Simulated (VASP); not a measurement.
# Ga2Ge3O (P4/mmm) in VASP: further runs

The runs below take Ga2Ge3O through single point, with PBE.

All numbers are computed with VASP 6.6.1; they aren't measurements. Logs are shortened: lines on timing, memory, paths and dates and some standing lists are left out, and cuts for length are marked.

**1. The cell of the first run**

It takes space group P4/mmm (No. 123, tetragonal). The conventional cell has a = 3.757 Å, b = 3.757 Å, c = 8.430 Å, α = 90.00°, β = 90.00°, γ = 90.00°. Ga (site symmetry mmm) has 2 O at 1.88 Å within 2.5 Å. Within 2.5 Å of Ge (site symmetry mmm) lie 2 Ge at 1.88 Å. Within 2.5 Å of Ge (site symmetry 4/mmm) lie 4 Ge at 1.88 Å. Within 2.5 Å of O (site symmetry 4/mmm) lie 4 Ga at 1.88 Å.

**2. Single point, PBE**

The input, INCAR:

```
PREC = Accurate
ENCUT = 520
EDIFF = 1E-6
ISMEAR = 0
SIGMA = 0.1
LREAL = False
LASPH = True
NELM = 100
ALGO = Normal
ISIF = 2
LWAVE = False
LCHARG = True
GGA = PE
LELF = True
LVHAR = True
NBANDS = 46
```

The input, KPOINTS:

```
regular mesh
0
Gamma
  4 4 2
```

The input, POSCAR:

```
Ga2Ge3O
1.0
    3.7569313800      0.0000000000      0.0000000000
    0.0000000000      3.7569313800      0.0000000000
    0.0000000000      0.0000000000      8.4298512100
Ga Ge O
2 3 1
Direct
    0.5000000000      0.0000000000      0.0000000000
    0.0000000000      0.5000000000      0.0000000000
    0.5000000000      0.0000000000      0.5000000000
    0.0000000000      0.5000000000      0.5000000000
    0.0000000000      0.0000000000      0.5000000000
    0.0000000000      0.0000000000      0.0000000000
```

Potentials or basis: VASP PAW PBE potentials, release 64 (Ga_d, Ge_d, O).

The run is started by

```bash
$ cat potpaw_PBE.64/Ga_d/POTCAR potpaw_PBE.64/Ge_d/POTCAR potpaw_PBE.64/O/POTCAR > POTCAR
$ mpirun -np 1 vasp_std > vasp.out
```

OUTCAR:

```text
PREC = Accurate
   ENCUT = 520
   EDIFF = 1E-6
   ISMEAR = 0
   LREAL = False
   LASPH = True
   NELM = 100
   ISIF = 2
   GGA = PE

 ion  position               nearest neighbor table
   1  0.500  0.000  0.000-   6 1.88   6 1.88   2 2.66   2 2.66   2 2.66   2 2.66
   2  0.000  0.500  0.000-   6 1.88   6 1.88   1 2.66   1 2.66   1 2.66   1 2.66
   3  0.500  0.000  0.500-   5 1.88   5 1.88   4 2.66   4 2.66   4 2.66   4 2.66
   4  0.000  0.500  0.500-   5 1.88   5 1.88   3 2.66   3 2.66   3 2.66   3 2.66
   5  0.000  0.000  0.500-   3 1.88   4 1.88   4 1.88   3 1.88
   6  0.000  0.000  0.000-   1 1.88   2 1.88   2 1.88   1 1.88

  LATTYP: Found a simple tetragonal cell.
 ALAT       =     3.7569313800
 C/A-ratio  =     2.2438129306

  Lattice vectors:

 A1 = (   3.7569313800,   0.0000000000,   0.0000000000)
 A2 = (   0.0000000000,   3.7569313800,   0.0000000000)
 A3 = (   0.0000000000,   0.0000000000,   8.4298512100)

Analysis of symmetry for initial positions (statically):
=====================================================================
 Subroutine PRICEL returns:
 Original cell was already a primitive cell.

 Routine SETGRP: Setting up the symmetry group for a
 simple tetragonal supercell.

 Subroutine GETGRP returns: Found 16 space group operations
 (whereof 16 operations were pure point group operations)
 out of a pool of 16 trial point group operations.

The static configuration has the point symmetry D_4h.

Analysis of symmetry for dynamics (positions and initial velocities):
=====================================================================
 Subroutine PRICEL returns:
 Original cell was already a primitive cell.

 Routine SETGRP: Setting up the symmetry group for a
 simple tetragonal supercell.

 Subroutine GETGRP returns: Found 16 space group operations
 (whereof 16 operations were pure point group operations)
 out of a pool of 16 trial point group operations.

The dynamic configuration has the point symmetry D_4h.

 Subroutine INISYM returns: Found 16 space group operations
 (whereof 16 operations are pure point group operations),
 and found     1 'primitive' translations

----------------------------------------------------------------------------------------

                                     Primitive cell

  volume of cell :     118.9834

  direct lattice vectors                    reciprocal lattice vectors
[... 84 lines left out ...]
   EDIFFG = 0.1E-04   stopping-criterion for IOM
   NSW    =      0    number of steps for IOM
   IBRION =     -1    ionic relax: 0-MD 1-quasi-New 2-CG
   NFREE  =      0    steps in history (QN), initial steepest desc. (CG)
   ISIF   =      2    stress and relaxation
   ISYM   =      2    0-nonsym 1-usesym 2-fastsym
   POTIM  = 0.5000    time-step for ionic-motion
   TEBEG  =    0.0;   TEEND  =   0.0 temperature during run
   PSTRESS=    0.0 pullay stress
   NELECT =      74.0000    total number of electrons
   NUPDOWN=      -1.0000    fix difference up-down
   EMIN   =  10.00;   EMAX   =-10.00  energy-range for DOS
   EFERMI =   0.00;   METHOD = LEGACY
   ISMEAR =     0;   SIGMA  =   0.10  broadening in eV -4-tet -1-fermi 0-gaus
   EFERMI_NEDOS =   21; number of points for ismear=-14 and -15
   IALGO  =     38    algorithm
   IMIX   =      4    mixing-type and parameters
     AMIX     =   0.40;   BMIX     =  1.00
     AMIX_MAG =   1.60;   BMIX_MAG =  1.00
  volume/ion in A,a.u.               =      19.83       133.82
  Fermi-wavevector in a.u.,A,eV,Ry     =   1.397408  2.640718 26.568769  1.952749
  Thomas-Fermi vector in A             =   2.520667
   LORBIT       =      0    0 simple, 1 ext, 2 COOP (PROOUT), +10 PAW based schemes
   GGA     = PE    functional components
   LHFCALC =     F    Hartree Fock is set to
   AEXX    =    0.0000 exact exchange contribution
   IVDW    =     0    specifies the selected vdW correction
   LEPSILON=     F    determine dielectric tensor
   LRPA    =     F    only Hartree local field effects (RPA)
 non-spin polarized calculation
 Gauss-broadening in eV      SIGMA  =   0.10
  energy-cutoff  :      520.00
  volume of cell :      118.98
 maximum number of plane-waves:      3248
 NGX is ok and might be reduce to    28
   NGX = 13   NGY = 13   NGZ = 31

 number of electron      73.9999946 magnetization

 Free energy of the ion-electron system (eV)
  ---------------------------------------------------
  ext. energy  EPLUGINS =         0.00000000
  ---------------------------------------------------
  free energy    TOTEN  =        -7.45129737 eV

  energy without entropy =       -7.42206395  energy(sigma->0) =       -7.43668066

 E-fermi :   5.1888     XC(G=0):  -9.6882

 val. band max:        5.1832439216   @ k =   0.5000   0.0000   0.5000
 cond. band min:       5.2042939283   @ k =   0.2500   0.2500   0.0000
 fundamental gap:      0.0210500068
 Fermi energy:         5.1888155862

 k-point     1 :       0.0000    0.0000    0.0000
  band No.  band energies     occupation
      1     -23.8480      2.00000
      2     -23.1225      2.00000
      3     -23.0135      2.00000
      4     -22.4424      2.00000
      5     -22.4424      2.00000
      6     -21.1077      2.00000
[... 577 lines left out ...]
     45      11.2550      0.00000
     46      11.5752      0.00000

------------------------ aborting loop because EDIFF is reached ----------------------------------------

  FORCE on cell =-STRESS in cart. coord.  units (eV):
  Direction    XX          YY          ZZ          XY          YZ          ZX
  --------------------------------------------------------------------------------------
  -------------------------------------------------------------------------------------
  Total       73.7400352     73.7400352     -3.3583509      0.0000000     -0.0000000      0.0000000
  in kB      992.9502476    992.9502476    -45.2220469      0.0000000     -0.0000000      0.0000000
  external PRESSURE =     646.8928161 kB  Pullay stress =       0.0000000 kB

 VOLUME and BASIS-vectors are now :
 -----------------------------------------------------------------------------
  energy-cutoff  :      520.00
  volume of cell :      118.98
      direct lattice vectors                 reciprocal lattice vectors
     3.756931380  0.000000000  0.000000000     0.266174678  0.000000000  0.000000000
     0.000000000  3.756931380  0.000000000     0.000000000  0.266174678  0.000000000
     0.000000000  0.000000000  8.429851210     0.000000000  0.000000000  0.118626056

 POSITION                                       TOTAL-FORCE (eV/Angst)
 -----------------------------------------------------------------------------------
      1.87847      0.00000      0.00000         0.000000      0.000000      0.000000
      0.00000      1.87847      0.00000         0.000000      0.000000      0.000000
      1.87847      0.00000      4.21493         0.000000      0.000000      0.000000
      0.00000      1.87847      4.21493         0.000000      0.000000      0.000000
      0.00000      0.00000      4.21493         0.000000      0.000000      0.000000
      0.00000      0.00000      0.00000         0.000000      0.000000      0.000000
 -----------------------------------------------------------------------------------
    total drift:                                0.000000      0.000000      0.000000

  FREE ENERGIE OF THE ION-ELECTRON SYSTEM (eV)
  ---------------------------------------------------
  free  energy   TOTEN  =        -7.4512973681 eV

  energy  without entropy=       -7.4220639474  energy(sigma->0) =       -7.43668066
```

It took 39 s on 1 thread of Intel Xeon Platinum 8559C (Emerald Rapids), shared host; peak memory 0.23 GiB.

Results:

```yaml
Free_energy: -7.4513 eV
Pressure: 64.7 GPa
Band_gap_on_the_k_mesh: zero (band 37 reaches 5.25 eV, above the bottom of band 38 at 4.30 eV)
```

Caveat: the k points lie up to 0.42 Å⁻¹ apart.

**3. Single point, PBE**

This run uses another cell than the first one, of 20.66 Å³/atom, 1.042 times its volume.

The input, INCAR:

```
SYSTEM = Ga2Ge3O
PREC = Accurate ; ENCUT = 520
EDIFF = 1E-7 ; ISMEAR = 0
SIGMA = 0.1 ; LREAL = .FALSE.
LASPH = .TRUE. ; NELM = 80
ALGO = Normal ; ISIF = 2
LWAVE = .FALSE. ; LCHARG = .FALSE.
GGA = PE ; NBANDS = 46
```

The input, KPOINTS:

```
Automatic mesh
0
G
  4 4 4
  0 0 0
```

POSCAR: that of step 2 with these lines changed.

```diff
@@ -2,5 +2,5 @@
 1.0
-    3.7569313800      0.0000000000      0.0000000000
-    0.0000000000      3.7569313800      0.0000000000
-    0.0000000000      0.0000000000      8.4298512100
+    5.0375919029      0.0000000000      0.0000000000
+    0.0000000000      5.0375919029      0.0000000000
+    0.0000000000      0.0000000000      4.8849550670
 Ga Ge O
```

Potentials or basis: VASP PAW PBE potentials, release 64 (Ga_d, Ge_d, O).

The run is started by

```bash
$ cat potpaw_PBE.64/Ga_d/POTCAR potpaw_PBE.64/Ge_d/POTCAR potpaw_PBE.64/O/POTCAR > POTCAR
$ mpirun -np 1 vasp_std > vasp.out
```

Wall time 50 s (1 thread of Intel Xeon Platinum 8559C (Emerald Rapids), shared host); peak memory 0.27 GiB.

The run converged. Its results:

| Quantity | Value |
| --- | --- |
| Free energy | -23.6290 eV |
| Pressure | 0.1 GPa |
| Band gap on the k mesh | zero (band 37 reaches 5.64 eV, above the bottom of band 38 at 3.08 eV) |

Stress tensor (GPa, compression positive):
```
-0.03  0.00  0.00
 0.00 -0.03  0.00
 0.00  0.00  0.25
```

Levels at points of the mesh, in eV from the Fermi level:
| k point | band 35 | band 36 | band 37 | band 38 | band 39 | band 40 |
| --- | --- | --- | --- | --- | --- | --- |
| (0.00, 0.00, 0.00) | -1.95 | -1.93 | -1.91 | -1.07 | 0.41 | 0.41 |
| (0.50, 0.00, 0.00) | -1.92 | -1.89 | -1.15 | -1.08 | -0.87 | 2.24 |
| (0.50, 0.50, 0.00) | -2.77 | -0.72 | -0.72 | 1.19 | 1.69 | 1.91 |
| (0.00, 0.00, 0.50) | -3.85 | -1.45 | 1.47 | 1.47 | 1.59 | 1.85 |
| (0.50, 0.00, 0.50) | -1.54 | -0.18 | -0.11 | 1.12 | 1.20 | 1.48 |
| (0.50, 0.50, 0.50) | -1.49 | -1.29 | -0.27 | 1.78 | 2.53 | 2.53 |

**4. Single point, PBE**

This run uses another cell than the first one, of 20.94 Å³/atom, 1.056 times its volume.

The input, INCAR:

```
SYSTEM = Ga2Ge3O
PREC = Accurate ; ENCUT = 520
EDIFF = 1E-6 ; ISMEAR = 0
SIGMA = 0.1 ; LREAL = .False.
LASPH = .True. ; NELM = 60
ALGO = Normal ; ISIF = 2
LWAVE = .False. ; LCHARG = .True.
GGA = PE ; LELF = .True.
LVHAR = .True. ; NBANDS = 46
```

The input, KPOINTS:

```
Automatic mesh
0
Gamma
  4 4 2
  0 0 0
```

POSCAR: that of step 3 with these lines changed.

```diff
@@ -2,5 +2,5 @@
 1.0
-    5.0375919029      0.0000000000      0.0000000000
-    0.0000000000      5.0375919029      0.0000000000
-    0.0000000000      0.0000000000      4.8849550670
+    5.0230300295      0.0000000000      0.0000000000
+    0.0000000000      5.0230300295      0.0000000000
+    0.0000000000      0.0000000000      4.9804042675
 Ga Ge O
```

Potentials or basis: VASP PAW PBE potentials, release 64 (Ga_d, Ge_d, O).

The run is started by

```bash
$ cat potpaw_PBE.64/Ga_d/POTCAR potpaw_PBE.64/Ge_d/POTCAR potpaw_PBE.64/O/POTCAR > POTCAR
$ mpirun -np 1 vasp_std > vasp.out
```

OUTCAR:

```text
SYSTEM = Ga2Ge3O
   PREC = Accurate
   ENCUT = 520
   EDIFF = 1E-6
   ISMEAR = 0
   LREAL = .False.
   LASPH = .True.
   NELM = 60
   ISIF = 2
   GGA = PE

 ion  position               nearest neighbor table
   1  0.500  0.000  0.000-   3 2.49   3 2.49
   2  0.000  0.500  0.000-   4 2.49   4 2.49
   3  0.500  0.000  0.500-   1 2.49   1 2.49   5 2.51   5 2.51
   4  0.000  0.500  0.500-   2 2.49   2 2.49   5 2.51   5 2.51
   5  0.000  0.000  0.500-   3 2.51   4 2.51   4 2.51   3 2.51
   6  0.000  0.000  0.000-

[... 780 lines left out ...]
  -------------------------------------------------------------------------------------
  Total        0.0588077      0.0588077      0.0648719      0.0000000      0.0000000      0.0000000
  in kB        0.7498057      0.7498057      0.8271252      0.0000000      0.0000000      0.0000000
  external PRESSURE =       0.7755788 kB  Pullay stress =       0.0000000 kB

 VOLUME and BASIS-vectors are now :
 -----------------------------------------------------------------------------
  energy-cutoff  :      520.00
  volume of cell :      125.66
      direct lattice vectors                 reciprocal lattice vectors
     5.023030030  0.000000000  0.000000000     0.199083022  0.000000000  0.000000000
     0.000000000  5.023030030  0.000000000     0.000000000  0.199083022  0.000000000
     0.000000000  0.000000000  4.980404267     0.000000000  0.000000000  0.200786913

 POSITION                                       TOTAL-FORCE (eV/Angst)
 -----------------------------------------------------------------------------------
      2.51152      0.00000      0.00000         0.000000      0.000000      0.000000
      0.00000      2.51152      0.00000         0.000000      0.000000      0.000000
      2.51152      0.00000      2.49020         0.000000      0.000000      0.000000
      0.00000      2.51152      2.49020         0.000000      0.000000      0.000000
      0.00000      0.00000      2.49020         0.000000      0.000000      0.000000
      0.00000      0.00000      0.00000         0.000000      0.000000      0.000000
 -----------------------------------------------------------------------------------
    total drift:                               -0.000000     -0.000000     -0.000000

  FREE ENERGIE OF THE ION-ELECTRON SYSTEM (eV)
  ---------------------------------------------------
  free  energy   TOTEN  =       -23.8259932247 eV

  energy  without entropy=      -23.8078513409  energy(sigma->0) =      -23.81692228
```

OSZICAR:

```text
N       E                     dE             d eps       ncg     rms          rms(c)
DAV:   1     0.756655656022E+03    0.75666E+03   -0.35438E+04  1304   0.382E+03
DAV:   2     0.140693951933E+03   -0.61596E+03   -0.59483E+03  1112   0.969E+02
DAV:   3    -0.126767224213E+02   -0.15337E+03   -0.14908E+03  1238   0.244E+02
DAV:   4    -0.258398843176E+02   -0.13163E+02   -0.12916E+02  1316   0.771E+01
DAV:   5    -0.262359703830E+02   -0.39609E+00   -0.39543E+00  1296   0.145E+01    0.928E+00
DAV:   6    -0.245865097883E+02    0.16495E+01   -0.10910E+01  1556   0.229E+01    0.836E+00
DAV:   7    -0.239057040480E+02    0.68081E+00   -0.48453E+00  1532   0.868E+00    0.219E+00
DAV:   8    -0.238428221828E+02    0.62882E-01   -0.56383E-01  1246   0.375E+00    0.104E+00
DAV:   9    -0.238277867044E+02    0.15035E-01   -0.12408E-01  1740   0.195E+00    0.474E-01
DAV:  10    -0.238256380779E+02    0.21486E-02   -0.25367E-02  1358   0.121E+00    0.145E-01
DAV:  11    -0.238259793388E+02   -0.34126E-03   -0.41532E-03  1468   0.400E-01    0.931E-02
DAV:  12    -0.238260250537E+02   -0.45715E-04   -0.27254E-04  1270   0.103E-01    0.423E-02
DAV:  13    -0.238259910505E+02    0.34003E-04   -0.14064E-04  1494   0.916E-02    0.495E-03
DAV:  14    -0.238259937184E+02   -0.26679E-05   -0.26025E-05  1260   0.274E-02    0.768E-03
DAV:  15    -0.238259932247E+02    0.49372E-06   -0.25608E-06  1060   0.165E-02
   1 F= -.23825993E+02 E0= -.23816922E+02  d E =-.181419E-01
```

Wall time 41 s (1 thread of Intel Xeon Platinum 8559C (Emerald Rapids), shared host); peak memory 0.26 GiB.

Results:

| Item | Value |
| --- | --- |
| Free energy | -23.8260 eV |
| Pressure | 0.1 GPa |
| Band gap on the k mesh | zero (band 37 reaches 5.29 eV, above the bottom of band 38 at 2.94 eV) |

Caveat: the k points lie up to 0.63 Å⁻¹ apart.

**5. The runs side by side**

```tsv
cell	k mesh	gap on the mesh (eV)	pressure (GPa)
a = 3.757, b = 3.757, c = 8.430 Å, 6 atoms	4 × 4 × 2	none	64.7
a = 5.038, b = 5.038, c = 4.885 Å, 6 atoms	4 × 4 × 4	none	0.1
a = 5.023, b = 5.023, c = 4.980 Å, 6 atoms	4 × 4 × 2	none	0.1
```

Alike in all rows: task single point; level PBE; potentials or basis VASP PAW PBE potentials, release 64 (Ga_d, Ge_d, O); no spin polarisation; cutoff (eV) 520; smearing gaussian 0.1 eV.

Caveats: some runs use coarse meshes.

Absolute energies hang on the potentials; compare differences alone.
